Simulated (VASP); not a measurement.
# SnO2 (P1) in VASP: a series of runs

Runs on SnO2. Level: PBE. Tasks: single point.

Everything below comes from runs of VASP 6.6.1. Logs are shortened: lines on timing, memory, paths and dates and some standing lists are left out, and cuts for length are marked.

**1. The cell of the first run**

The typed cell holds 24 atoms: a = 9.655 Å, b = 4.828 Å, c = 6.475 Å, α = 90.00°, β = 90.00°, γ = 90.00°.

**2. Single point, PBE**

Contents of INCAR:

```
PREC     = Accurate       # precision mode
ENCUT    = 520            # plane-wave cutoff, eV
EDIFF    = 1E-6           # SCF threshold, eV
ISMEAR   = 0              # smearing method
SIGMA    = 0.05           # smearing width, eV
LREAL    = Auto         
LASPH    = T              # aspherical terms in the spheres
NELM     = 80             # most SCF steps
ALGO     = Normal         # electronic algorithm
ISIF     = 2              # what is computed and relaxed
LWAVE    = F              # write WAVECAR
LCHARG   = F              # write CHGCAR
GGA      = PE             # functional
NBANDS   = 122            # bands
```

Contents of KPOINTS:

```
regular mesh
0
Gamma
  2 3 2
```

Contents of POSCAR:

```
SnO2
1.0
    9.6554546461      0.0000000000      0.0000000000
    0.0000000000      4.8277273231      0.0000000000
    0.0000000000      0.0000000000      6.4754890203
Sn O
8 16
Direct
   -0.0119112982      1.0072360501     -0.0019215537
    0.2577943858      0.4959696022      0.2553594014
    0.0064139911      0.9978660097      0.5113545849
    0.2414908552      0.5011005879      0.7504180742
    0.4989390118      1.0173985959      0.0022047756
    0.7516623780      0.5078027063      0.2508136443
    0.4981393602      0.9861027107      0.4955769348
    0.7479575292      0.4966746959      0.7452227909
    0.1550916093      0.3090646800     -0.0115480082
    0.4021103244      0.1813043574      0.2642336347
    0.0780865353      0.8011668309      0.2412571460
    0.3314046948      0.7243814255     -0.0026240489
    0.1686515094      0.2744067573      0.5106783425
    0.4037342769      0.2272454359      0.7546965155
    0.1088052338      0.8358858589      0.7450062821
    0.3569066529      0.6884336620      0.4747907054
    0.6698191061      0.3136778237      0.0014723212
    0.9072036813      0.2264454736      0.2534852572
    0.5945299533      0.8095500716      0.2269740548
    0.8517557486      0.6847950969     -0.0057686763
    0.6531298868      0.3187970026      0.4878658569
    0.8868528012      0.1754268506      0.7505779077
    0.5923615417      0.8261038234      0.7449919203
    0.8571435839      0.6813154058      0.5105776552
```

Potentials or basis: VASP PAW PBE potentials, release 64 (Sn_d, O).

The run is started by

```console
cat potpaw_PBE.64/Sn_d/POTCAR potpaw_PBE.64/O/POTCAR > POTCAR
mpirun -np 1 vasp_std > vasp.out
```

OUTCAR:

```text
PREC = Accurate
   ENCUT = 520
   EDIFF = 1E-6
   ISMEAR = 0
   LREAL = Auto
   LASPH = T
   NELM = 80
   ISIF = 2
   GGA = PE

 ion  position               nearest neighbor table
   1  0.988  0.007  0.998-  20 2.04  22 2.05  11 2.06  18 2.11   9 2.17  15 2.17   3 3.16   3 3.33
                             8 3.69   6 3.70   6 3.71
   2  0.258  0.496  0.255-  16 1.95  10 2.06  12 2.12  13 2.15   9 2.19  11 2.28   4 3.21   4 3.27
                             7 3.66   5 3.67   7 3.72
   3  0.006  0.998  0.511-  15 1.97  13 2.06  24 2.10  11 2.11  22 2.11  18 2.22   1 3.16   1 3.33
                             4 3.65   4 3.67
   4  0.241  0.501  0.750-   9 1.98  13 2.03  14 2.05  15 2.06  12 2.11  16 2.29   2 3.21   2 3.27
                             3 3.65   3 3.67
   5  0.499  0.017  0.002-  19 1.99  10 2.09  14 2.11  23 2.11  12 2.15  17 2.18   7 3.20   7 3.28
                             2 3.67   8 3.73
   6  0.752  0.508  0.251-  21 2.02  18 2.03  17 2.03  20 2.10  19 2.11  24 2.14   8 3.20   8 3.27
                             1 3.70   1 3.71   7 3.72
   7  0.498  0.986  0.496-  16 1.99  10 2.00  23 2.01  19 2.15  21 2.20  14 2.24   5 3.20   5 3.28
                             2 3.66   6 3.72   2 3.72   8 3.74
   8  0.748  0.497  0.745-  17 2.03  22 2.05  24 2.05  21 2.09  20 2.10  23 2.19   6 3.20   6 3.27
                             1 3.69   5 3.73   7 3.74
   9  0.155  0.309  0.988-   4 1.98   1 2.17   2 2.19
  10  0.402  0.181  0.264-   7 2.00   2 2.06   5 2.09
  11  0.078  0.801  0.241-   1 2.06   3 2.11   2 2.28
  12  0.331  0.724  0.997-   4 2.11   2 2.12   5 2.15
  13  0.169  0.274  0.511-   4 2.03   3 2.06   2 2.15
  14  0.404  0.227  0.755-   4 2.05   5 2.11   7 2.24
[... 8 lines left out ...]
  23  0.592  0.826  0.745-   7 2.01   5 2.11   8 2.19
  24  0.857  0.681  0.511-   8 2.05   3 2.10   6 2.14

  LATTYP: Found a simple orthorhombic cell.
 ALAT       =     4.8277273231
 B/A-ratio  =     1.3413120889
 C/A-ratio  =     2.0000000000

  Lattice vectors:

 A1 = (   0.0000000000,   4.8277273231,   0.0000000000)
 A2 = (   0.0000000000,   0.0000000000,   6.4754890203)
 A3 = (   9.6554546461,   0.0000000000,   0.0000000000)

Analysis of symmetry for initial positions (statically):
=====================================================================
 Subroutine PRICEL returns:
 Original cell was already a primitive cell.

 Routine SETGRP: Setting up the symmetry group for a
 simple orthorhombic supercell.

 Subroutine GETGRP returns: Found  1 space group operations
 (whereof  1 operations were pure point group operations)
 out of a pool of  8 trial point group operations.

The static configuration has the point symmetry C_1 .

Analysis of symmetry for dynamics (positions and initial velocities):
=====================================================================
 Subroutine PRICEL returns:
 Original cell was already a primitive cell.

 Routine SETGRP: Setting up the symmetry group for a
 simple orthorhombic supercell.

 Subroutine GETGRP returns: Found  1 space group operations
 (whereof  1 operations were pure point group operations)
 out of a pool of  8 trial point group operations.

The dynamic configuration has the point symmetry C_1 .

 Subroutine INISYM returns: Found  1 space group operations
 (whereof  1 operations are pure point group operations),
 and found     1 'primitive' translations

----------------------------------------------------------------------------------------

                                     Primitive cell

  volume of cell :     301.8478

  direct lattice vectors                    reciprocal lattice vectors
     9.655454646  0.000000000  0.000000000     0.103568401  0.000000000  0.000000000
     0.000000000  4.827727323  0.000000000     0.000000000  0.207136802  0.000000000
     0.000000000  0.000000000  6.475489020     0.000000000  0.000000000  0.154428491

  length of vectors
     9.655454646  4.827727323  6.475489020     0.103568401  0.207136802  0.154428491

  position of ions in fractional coordinates (direct lattice)
     0.988088702  0.007236050  0.998078446
     0.257794386  0.495969602  0.255359401
     0.006413991  0.997866010  0.511354585
     0.241490855  0.501100588  0.750418074
     0.498939012  0.017398596  0.002204776
     0.751662378  0.507802706  0.250813644
[... 16 lines left out ...]
     0.592361542  0.826103823  0.744991920
     0.857143584  0.681315406  0.510577655

  ion indices of the primitive-cell ions
   primitive index   ion index
                 1           1
                 2           2
                 3           3
                 4           4
                 5           5
                 6           6
[... 16 lines left out ...]
                23          23
                24          24

----------------------------------------------------------------------------------------

 KPOINTS: regular mesh

Automatic generation of k-mesh.
 Grid dimensions read from file:
 generate k-points for:    2    3    2

 Generating k-lattice:

  Cartesian coordinates                     Fractional coordinates (reciprocal lattice)
     0.051784201  0.000000000  0.000000000     0.500000000  0.000000000  0.000000000
     0.000000000  0.069045601  0.000000000     0.000000000  0.333333333  0.000000000
     0.000000000  0.000000000  0.077214246     0.000000000  0.000000000  0.500000000

  Length of vectors
     0.051784201  0.069045601  0.077214246

  Shift w.r.t. Gamma in fractional coordinates (k-lattice)
     0.000000000  0.000000000  0.000000000

 Subroutine IBZKPT returns following result:
 ===========================================

 Found      8 irreducible k-points:

 Following reciprocal coordinates:
            Coordinates               Weight
  0.000000  0.000000  0.000000      1.000000
  0.500000  0.000000  0.000000      1.000000
  0.000000  0.333333  0.000000      2.000000
  0.500000  0.333333  0.000000      2.000000
  0.000000  0.000000  0.500000      1.000000
  0.500000  0.000000  0.500000      1.000000
  0.000000  0.333333  0.500000      2.000000
  0.500000  0.333333  0.500000      2.000000
   k-points           NKPTS =      8   k-points in BZ     NKDIM =      8   number of bands    NBANDS=    122
   number of dos      NEDOS =    301   number of ions     NIONS =     24
   total plane-waves  NPLWV = 124416
   dimension x,y,z NGX =    72 NGY =   36 NGZ =   48
   dimension x,y,z NGXF=   144 NGYF=   72 NGZF=   96
   ions per type =               8  16
   NGX,Y,Z   is equivalent  to a cutoff of  12.40, 12.40, 12.32 a.u.
   NGXF,Y,Z  is equivalent  to a cutoff of  24.79, 24.79, 24.65 a.u.
 SYSTEM =  unknown system
   PREC   = accura    normal or accurate (medium, high low for compatibility)
   ISTART =      0    job   : 0-new  1-cont  2-samecut
   ICHARG =      2    charge: 1-file 2-atom 10-const
   ISPIN  =      1    spin polarized calculation?
   LNONCOLLINEAR =      F non collinear calculations
   LSORBIT =      F    spin-orbit coupling
   LASPH  =      T    aspherical Exc in radial PAW
   ENCUT  =  520.0 eV  38.22 Ry    6.18 a.u.  17.95  8.98 12.04*2*pi/ulx,y,z
   NELM   =     80;   NELMIN=  2; NELMDL= -5     # of ELM steps
   EDIFF  = 0.1E-05   stopping-criterion for ELM
   LREAL  =      T    real-space projection
   EDIFFG = 0.1E-04   stopping-criterion for IOM
   NSW    =      0    number of steps for IOM
   IBRION =     -1    ionic relax: 0-MD 1-quasi-New 2-CG
   NFREE  =      0    steps in history (QN), initial steepest desc. (CG)
   ISIF   =      2    stress and relaxation
   ISYM   =      2    0-nonsym 1-usesym 2-fastsym
   POTIM  = 0.5000    time-step for ionic-motion
   TEBEG  =    0.0;   TEEND  =   0.0 temperature during run
   PSTRESS=    0.0 pullay stress
   NELECT =     208.0000    total number of electrons
   NUPDOWN=      -1.0000    fix difference up-down
   EMIN   =  10.00;   EMAX   =-10.00  energy-range for DOS
   EFERMI =   0.00;   METHOD = LEGACY
   ISMEAR =     0;   SIGMA  =   0.05  broadening in eV -4-tet -1-fermi 0-gaus
   EFERMI_NEDOS =   21; number of points for ismear=-14 and -15
   IALGO  =     38    algorithm
   IMIX   =      4    mixing-type and parameters
     AMIX     =   0.40;   BMIX     =  1.00
     AMIX_MAG =   1.60;   BMIX_MAG =  1.00
  volume/ion in A,a.u.               =      12.58        84.87
  Fermi-wavevector in a.u.,A,eV,Ry     =   1.445994  2.732533 28.448417  2.090900
  Thomas-Fermi vector in A             =   2.564113
   LORBIT       =      0    0 simple, 1 ext, 2 COOP (PROOUT), +10 PAW based schemes
   GGA     = PE    functional components
   LHFCALC =     F    Hartree Fock is set to
   AEXX    =    0.0000 exact exchange contribution
   IVDW    =     0    specifies the selected vdW correction
   LEPSILON=     F    determine dielectric tensor
   LRPA    =     F    only Hartree local field effects (RPA)
 non-spin polarized calculation
 Gauss-broadening in eV      SIGMA  =   0.05
  energy-cutoff  :      520.00
  volume of cell :      301.85
 maximum number of plane-waves:      8148
 NGX is ok and might be reduce to    72
   NGX = 35   NGY = 17   NGZ = 25

 number of electron     208.0000047 magnetization

 Free energy of the ion-electron system (eV)
  ---------------------------------------------------
  ext. energy  EPLUGINS =         0.00000000
  ---------------------------------------------------
  free energy    TOTEN  =      -147.31490439 eV

  energy without entropy =     -147.31490439  energy(sigma->0) =     -147.31490439

 E-fermi :   5.8168     XC(G=0): -10.9752

 val. band max:        5.5605843386   @ k =   0.0000   0.0000   0.0000
 cond. band min:       6.2374325495   @ k =   0.0000   0.0000   0.0000
 fundamental gap:      0.6768482109
 Fermi energy:         5.8167789429

 k-point     1 :       0.0000    0.0000    0.0000
  band No.  band energies     occupation
      1     -15.6674      2.00000
      2     -15.4989      2.00000
      3     -15.4769      2.00000
      4     -15.3252      2.00000
      5     -15.3076      2.00000
      6     -15.2142      2.00000
[... 108 lines left out ...]
    115      12.3473      0.00000
    116      12.4826      0.00000

 k-point     2 :       0.5000    0.0000    0.0000
  band No.  band energies     occupation
      1     -15.6595      2.00000
      2     -15.4821      2.00000
      3     -15.4197      2.00000
      4     -15.4014      2.00000
      5     -15.3441      2.00000
      6     -15.3302      2.00000
[... 706 lines left out ...]
 k-point     8 :       0.5000    0.3333    0.5000
  band No.  band energies     occupation
      1     -15.4832      2.00000
      2     -15.3551      2.00000
      3     -15.3015      2.00000
      4     -15.2369      2.00000
      5     -15.1672      2.00000
      6     -15.1457      2.00000
[... 108 lines left out ...]
    115      13.4883      0.00000
    116      13.6945      0.00000
 [bands above 116 left out]

------------------------ aborting loop because EDIFF is reached ----------------------------------------

  FORCE on cell =-STRESS in cart. coord.  units (eV):
  Direction    XX          YY          ZZ          XY          YZ          ZX
  --------------------------------------------------------------------------------------
  -------------------------------------------------------------------------------------
  Total        4.0360577      5.1479407      7.0410668      0.5096176     -2.2632515      2.3329830
  in kB       21.4229819     27.3247430     37.3732626      2.7049979    -12.0131078     12.3832350
  external PRESSURE =      28.7069958 kB  Pullay stress =       0.0000000 kB

 VOLUME and BASIS-vectors are now :
 -----------------------------------------------------------------------------
  energy-cutoff  :      520.00
  volume of cell :      301.85
      direct lattice vectors                 reciprocal lattice vectors
     9.655454646  0.000000000  0.000000000     0.103568401  0.000000000  0.000000000
     0.000000000  4.827727323  0.000000000     0.000000000  0.207136802  0.000000000
     0.000000000  0.000000000  6.475489020     0.000000000  0.000000000  0.154428491

 POSITION                                       TOTAL-FORCE (eV/Angst)
 -----------------------------------------------------------------------------------
      9.54045      0.03493      6.46305         0.921230      0.512824      0.994051
      2.48912      2.39441      1.65358        -2.056934      0.045269     -2.358247
      0.06193      4.81742      3.31127        -1.554097      0.466192     -2.555365
      2.33170      2.41918      4.85932         1.294768      0.907924      0.213260
      4.81748      0.08400      0.01428        -0.610657      0.364139     -1.414170
      7.25764      2.45153      1.62414         0.757969      0.814337     -0.165545
[... 16 lines left out ...]
      5.71952      3.98820      4.82419         0.617983     -0.737967      0.398142
      8.27611      3.28921      3.30624        -0.412777      0.319718     -0.417882
 -----------------------------------------------------------------------------------
    total drift:                                0.004981     -0.021829     -0.001158

  FREE ENERGIE OF THE ION-ELECTRON SYSTEM (eV)
  ---------------------------------------------------
  free  energy   TOTEN  =      -147.3149043923 eV

  energy  without entropy=     -147.3149043923  energy(sigma->0) =     -147.31490439
```

Run time: 6.4 min. Hardware: 1 thread of Intel Xeon Platinum 8259CL at 2.50GHz (Skylake/Cascade Lake), shared host; peak memory 0.44 GiB.

What came out:

- Free energy: -147.3149 eV
- Pressure: 2.9 GPa
- Largest force: 3.130 eV/Å
- Band gap on the k mesh: 0.68 eV

Forces in eV/Å, atoms in the order of the input:
```
Sn   0.921  0.513  0.994
Sn  -2.057  0.045 -2.358
Sn  -1.554  0.466 -2.555
Sn   1.295  0.908  0.213
Sn  -0.611  0.364 -1.414
Sn   0.758  0.814 -0.166
Sn   0.940  1.488  0.687
Sn  -0.267  0.846  0.047
O   -0.770 -0.588  1.588
O   -0.227  0.809 -1.364
O    1.217 -0.524  0.977
O    0.703 -0.292  0.222
O   -0.225  1.041 -1.143
O    1.103 -0.945 -0.203
O   -0.095 -0.835  0.902
O   -0.825 -0.261  2.072
O   -1.949 -1.245 -0.191
O    0.783 -1.303  0.296
O    0.693 -0.395  1.445
O   -0.218  0.296 -0.196
O   -0.788 -0.587  0.690
O    0.967 -0.197 -0.524
O    0.618 -0.738  0.398
O   -0.413  0.320 -0.418
```

Caveat: the k points lie up to 0.49 Å⁻¹ apart; the atoms stand as in a frame of molecular dynamics; spin-orbit coupling is left out, which moves the levels of the heavy elements; forces of over 1 eV/Å act on the atoms, so gaps and moduli don't describe the material at rest.

**3. Single point, PBE**

Contents of INCAR:

```
SYSTEM = SnO2
PREC = Accurate ; ENCUT = 520
EDIFF = 1E-6 ; ISMEAR = 0
SIGMA = 0.05 ; LREAL = Auto
LASPH = .True. ; NELM = 60
ALGO = Normal ; ISIF = 2
LWAVE = .False. ; LCHARG = .False.
GGA = PE ; NBANDS = 122
```

Contents of KPOINTS:

```
Automatic mesh
0
Gamma
  2 3 2
  0 0 0
```

Contents of POSCAR:

```
SnO2
1.0
    9.6554546461      0.0000000000      0.0000000000
    0.0000000000      4.8277273231      0.0000000000
    0.0000000000      0.0000000000      6.4754890203
Sn O
8 16
Direct
   -0.0153773184      1.0097486195     -0.0022365878
    0.2598327155      0.4960963699      0.2551076830
    0.0072018359      0.9981949430      0.5122661763
    0.2401985287      0.5029470054      0.7507575080
    0.4967115662      1.0279648513      0.0028442640
    0.7538985234      0.5128738295      0.2494151399
    0.5002682087      0.9837241588      0.4944741609
    0.7449500064      0.4979809006      0.7446160413
    0.1484418966      0.3044842638     -0.0021000731
    0.3982940360      0.1910064381      0.2570371125
    0.0776955646      0.7938660872      0.2461824883
    0.3292632110      0.7424853891      0.0042208395
    0.1730332813      0.2683683053      0.5028688937
    0.4091702716      0.2277148079      0.7570181935
    0.1123792757      0.8398409290      0.7443779126
    0.3554563846      0.6809458737      0.4845433280
    0.6610116493      0.3114071900      0.0000710371
    0.9107237642      0.2270057786      0.2591940153
    0.5965796755      0.8013888816      0.2335099319
    0.8577723477      0.6751350650     -0.0082864784
    0.6412851830      0.3213501708      0.4902740148
    0.8875930046      0.1750896319      0.7449034328
    0.5915791860      0.8227156867      0.7442171525
    0.8592277945      0.6768654858      0.5103982093
```

Potentials or basis: VASP PAW PBE potentials, release 64 (Sn_d, O).

The run is started by

```console
cat potpaw_PBE.64/Sn_d/POTCAR potpaw_PBE.64/O/POTCAR > POTCAR
mpirun -np 1 vasp_std > vasp.out
```

Wall time 6.8 min (1 thread of Intel Xeon Platinum 8259CL at 2.50GHz (Skylake/Cascade Lake), shared host); peak memory 0.44 GiB.

It converged, with:

```
Free energy            : -147.5382 eV
Pressure               : 1.4 GPa
Largest force          : 3.536 eV/Å
Band gap on the k mesh : 0.64 eV
```

Forces in eV/Å, atoms in the order of the input:
```
Sn   1.663  0.241  1.431
Sn  -2.722  0.852 -2.090
Sn  -0.975  0.299 -2.841
Sn   1.328 -0.034  0.705
Sn  -0.215 -0.730 -1.000
Sn   0.412 -0.290  0.314
Sn  -0.086  1.402  0.346
Sn  -0.425  0.481 -0.178
O    0.213  0.316  0.247
O    1.023 -0.532 -0.394
O    0.847 -0.172  0.481
O    0.347 -1.121 -0.161
O   -0.367  1.122 -0.173
O    0.052 -0.264 -0.471
O   -0.420 -0.730  1.098
O   -0.335  0.444  1.678
O   -0.503 -0.362  0.200
O   -0.031 -1.070 -0.069
O   -0.040  0.546  0.488
O   -0.751  0.066 -0.209
O    0.464  0.035  0.077
O    0.482  0.013 -0.062
O    0.771 -0.708  0.833
O   -0.730  0.194 -0.248
```

Stress tensor (GPa, compression positive):
```
 0.77 -0.23  0.87
-0.23  1.42 -0.75
 0.87 -0.75  2.09
```

Levels at points of the mesh, in eV from the valence-band top:
```
           k point  band 101  band 102  band 103  band 104  band 105  band 106  band 107  band 108
(0.00, 0.00, 0.00)     -0.54     -0.42     -0.36      0.00      0.64      3.72      3.80      5.22
(0.50, 0.00, 0.00)     -0.74     -0.48     -0.29     -0.19      1.91      2.01      4.90      5.09
(0.00, 0.00, 0.50)     -0.58     -0.48     -0.46     -0.20      3.11      3.15      4.57      4.73
(0.50, 0.00, 0.50)     -0.50     -0.43     -0.40     -0.16      3.45      3.51      3.63      3.73
```

Caveat: the k points lie up to 0.49 Å⁻¹ apart; the atoms stand as in a frame of molecular dynamics; spin-orbit coupling is left out, which moves the levels of the heavy elements; forces of over 1 eV/Å act on the atoms, so gaps and moduli don't describe the material at rest.
